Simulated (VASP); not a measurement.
# Al (Pm-3m) in VASP: further runs, part 3 of 3

VASP 6.6.1. The steps go on from the part before.

### 6 Single point, LDA

This run uses another cell than the first one, of 19.30 Å³/atom, 1.136 times its volume.

INCAR reads:

```
  PREC = Accurate
  ENCUT = 520
  EDIFF = 1E-6
  ISMEAR = -1
  SIGMA = 0.1
  LREAL = False
  LASPH = True
  NELM = 100
  ALGO = Normal
  ISIF = 2
  LWAVE = False
  LCHARG = False
  NBANDS = 8
```

KPOINTS reads:

```
Automatic mesh
0
Gamma
  13 13 13
```

POSCAR reads:

```
Al
1.0
    2.6824252508      0.0000000000      0.0000000000
    0.0000000000      2.6824252508      0.0000000000
    0.0000000000      0.0000000000      2.6824252508
Al
1
Direct
    0.0000000000      0.0000000000      0.0000000000
```

Potentials or basis: VASP PAW LDA potentials, release 64 (Al).

Run with:

```console
$ cat potpaw_LDA.64/Al/POTCAR > POTCAR
$ mpirun -np 1 vasp_std > vasp.out
```

OUTCAR:

```text
PREC = Accurate
   ENCUT = 520
   EDIFF = 1E-6
   ISMEAR = -1
   LREAL = False
   LASPH = True
   NELM = 100
   ISIF = 2

 ion  position               nearest neighbor table
   1  0.000  0.000  0.000-

  LATTYP: Found a simple cubic cell.
 ALAT       =     2.6824252508

  Lattice vectors:

 A1 = (   2.6824252508,   0.0000000000,   0.0000000000)
 A2 = (   0.0000000000,   2.6824252508,   0.0000000000)
 A3 = (   0.0000000000,   0.0000000000,   2.6824252508)

Analysis of symmetry for initial positions (statically):
=====================================================================
 Subroutine PRICEL returns:
 Original cell was already a primitive cell.

 Routine SETGRP: Setting up the symmetry group for a
 simple cubic supercell.

 Subroutine GETGRP returns: Found 48 space group operations
 (whereof 48 operations were pure point group operations)
 out of a pool of 48 trial point group operations.

The static configuration has the point symmetry O_h .

Analysis of symmetry for dynamics (positions and initial velocities):
=====================================================================
 Subroutine PRICEL returns:
 Original cell was already a primitive cell.

 Routine SETGRP: Setting up the symmetry group for a
 simple cubic supercell.

 Subroutine GETGRP returns: Found 48 space group operations
 (whereof 48 operations were pure point group operations)
 out of a pool of 48 trial point group operations.

The dynamic configuration has the point symmetry O_h .

 Subroutine INISYM returns: Found 48 space group operations
 (whereof 48 operations are pure point group operations),
 and found     1 'primitive' translations

----------------------------------------------------------------------------------------

                                     Primitive cell

  volume of cell :      19.3011
[... 106 lines left out ...]
     AMIX     =   0.40;   BMIX     =  1.00
     AMIX_MAG =   1.60;   BMIX_MAG =  1.00
  volume/ion in A,a.u.               =      19.30       130.25
  Fermi-wavevector in a.u.,A,eV,Ry     =   0.880213  1.663361 10.541445  0.774774
  Thomas-Fermi vector in A             =   2.000542
   LORBIT       =      0    0 simple, 1 ext, 2 COOP (PROOUT), +10 PAW based schemes
   GGA     = CA    functional components
   LHFCALC =     F    Hartree Fock is set to
   AEXX    =    0.0000 exact exchange contribution
   IVDW    =     0    specifies the selected vdW correction
   LEPSILON=     F    determine dielectric tensor
   LRPA    =     F    only Hartree local field effects (RPA)
 non-spin polarized calculation
  energy-cutoff  :      520.00
  volume of cell :       19.30
 maximum number of plane-waves:       531
 NGX is ok and might be reduce to    20
   NGX =  9   NGY =  9   NGZ =  9

 number of electron       3.0000000 magnetization

 Free energy of the ion-electron system (eV)
  ---------------------------------------------------
  ext. energy  EPLUGINS =         0.00000000
  ---------------------------------------------------
  free energy    TOTEN  =        -3.80765021 eV

  energy without entropy =       -3.78943717  energy(sigma->0) =       -3.79854369

 E-fermi :   5.8381     XC(G=0):  -9.7091

 val. band max:        5.7781048671   @ k =   0.3846   0.3846   0.0000
 cond. band min:       5.8520083686   @ k =   0.4615   0.3846   0.3846
 fundamental gap:      0.0739035015
 Fermi energy:         5.8381438493

 k-point     1 :       0.0000    0.0000    0.0000
  band No.  band energies     occupation
      1      -3.9343      2.00000
      2      13.9501      0.00000
      3      13.9501      0.00000
      4      15.2053      0.00000
      5      15.2053      0.00000
      6      15.2053      0.00000
      7      21.6966      0.00000
      8      30.1496      0.00000
[... 243 lines left out ...]
 k-point    24 :       0.3846    0.3077    0.0000
  band No.  band energies     occupation
      1       0.8824      2.00000
      2       5.3343      1.98711
      3       8.5269      0.00000
      4      13.0476      0.00000
      5      19.1808      0.00000
      6      21.6189      0.00000
      7      23.2129      0.00000
      8      25.8331      0.00000

 [... further k-points ...]

------------------------ aborting loop because EDIFF is reached ----------------------------------------

  FORCE on cell =-STRESS in cart. coord.  units (eV):
  Direction    XX          YY          ZZ          XY          YZ          ZX
  --------------------------------------------------------------------------------------
  -------------------------------------------------------------------------------------
  Total        0.0061506      0.0061506      0.0061506      0.0000000      0.0000000     -0.0000000
  in kB        0.5105546      0.5105546      0.5105546      0.0000000      0.0000000     -0.0000000
  external PRESSURE =       0.5105546 kB  Pullay stress =       0.0000000 kB

 VOLUME and BASIS-vectors are now :
 -----------------------------------------------------------------------------
  energy-cutoff  :      520.00
  volume of cell :       19.30
      direct lattice vectors                 reciprocal lattice vectors
     2.682425251  0.000000000  0.000000000     0.372796968  0.000000000  0.000000000
     0.000000000  2.682425251  0.000000000     0.000000000  0.372796968  0.000000000
     0.000000000  0.000000000  2.682425251     0.000000000  0.000000000  0.372796968

 POSITION                                       TOTAL-FORCE (eV/Angst)
 -----------------------------------------------------------------------------------
      0.00000      0.00000      0.00000         0.000000      0.000000      0.000000
 -----------------------------------------------------------------------------------
    total drift:                               -0.000000      0.000000      0.000000

  FREE ENERGIE OF THE ION-ELECTRON SYSTEM (eV)
  ---------------------------------------------------
  free  energy   TOTEN  =        -3.8076502111 eV

  energy  without entropy=       -3.7894371673  energy(sigma->0) =       -3.79854369
```

OSZICAR:

```text
N       E                     dE             d eps       ncg     rms          rms(c)
DAV:   1    -0.239568961742E+01   -0.23957E+01   -0.83551E+02  1352   0.205E+02
DAV:   2    -0.381103773496E+01   -0.14153E+01   -0.13751E+01  1808   0.185E+01
DAV:   3    -0.381902691147E+01   -0.79892E-02   -0.79817E-02  1632   0.153E+00
DAV:   4    -0.381904856798E+01   -0.21657E-04   -0.21657E-04  2024   0.780E-02
DAV:   5    -0.381904864065E+01   -0.72668E-07   -0.72476E-07  1616   0.270E-03    0.112E+00
DAV:   6    -0.381195728821E+01    0.70914E-02   -0.19821E-03  1664   0.149E-01    0.632E-01
DAV:   7    -0.380765685191E+01    0.43004E-02   -0.44491E-03  1592   0.222E-01    0.116E-01
DAV:   8    -0.380765015283E+01    0.66991E-05   -0.32604E-05  1928   0.360E-02    0.696E-03
DAV:   9    -0.380765021112E+01   -0.58286E-07   -0.63854E-08  1640   0.135E-03
   1 F= -.38076502E+01 E0= -.37985437E+01  d E =-.182130E-01
```

Wall time 4.1 s (1 thread of Intel Xeon Platinum 8488C (Sapphire Rapids), shared host); peak memory 0.11 GiB.

Results:

```
Free energy : -3.8077 eV
Pressure    : 0.1 GPa
```

### 7 Overview

```tsv
cell	k mesh	gap on the mesh (eV)	pressure (GPa)
a = 2.571 Å, 1 atom	13 × 13 × 13	none	10.6
a = 2.609 Å, 1 atom	13 × 13 × 13	none	6.3
a = 2.682 Å, 1 atom	12 × 12 × 12	none	0.1
a = 2.646 Å, 1 atom	13 × 13 × 13	none	2.9
a = 2.682 Å, 1 atom	13 × 13 × 13	none	0.1
```

Alike in all rows: task single point; level LDA; potentials or basis VASP PAW LDA potentials, release 64 (Al); no spin polarisation; cutoff (eV) 520; smearing fermi-dirac 0.1 eV.

Absolute energies hang on the potentials; compare differences alone.
